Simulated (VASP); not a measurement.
## BeTe: single point with PBEsol

Crystal: BeTe.

```
CELL_PARAMETERS angstrom
0.00000 2.77406 2.77406
2.77406 0.00000 2.77406
2.77406 2.77406 0.00000
ATOMIC_POSITIONS crystal
Be 0.00000 0.00000 0.00000
Te 0.75000 0.75000 0.75000
```

| Item | Value |
| --- | --- |
| Program | VASP 6.6.1 |
| Task | single point |
| Functional | PBEsol |
| Potentials or basis | VASP PAW PBE potentials, release 64 (Be, Te) |
| Cutoff | 520 eV |
| k mesh | 8 × 8 × 8 |
| Occupations | gaussian, width 0.01 eV |
| Spin | no spin polarisation |
| Dipole correction | no |
| Further INCAR settings | ALGO = Normal; EDIFF = 1e-06; NBANDS = 11 |

```
Pressure               : 2.2 GPa
Band gap on the k mesh : 1.74 eV, indirect (least direct gap 3.56 eV)
```

Levels at points of the mesh, in eV from the valence-band top:
| k point | band 1 | band 2 | band 3 | band 4 | band 5 | band 6 | band 7 | band 8 | band 9 |
| --- | --- | --- | --- | --- | --- | --- | --- | --- | --- |
| (0.00, 0.00, 0.00) | -12.64 | 0.00 | 0.00 | 0.00 | 3.56 | 3.56 | 3.56 | 4.06 | 8.26 |
| (0.50, 0.00, 0.00) | -11.17 | -5.87 | -1.21 | -1.21 | 3.16 | 4.53 | 4.53 | 7.64 | 11.04 |
| (0.50, 0.50, 0.00) | -10.64 | -5.38 | -2.83 | -2.83 | 1.74 | 2.55 | 9.99 | 9.99 | 11.78 |

Wall time 11 s on 1 thread of Intel(R) Xeon(R) Platinum 8488C (Sapphire Rapids), on a shared host, peak memory 0.17 GiB.

Caveat: the PAW data sets were made with another functional, which shifts forces and pressure a little; spin-orbit coupling is left out, which moves the levels of the heavy elements. A k mesh can miss the band edges.
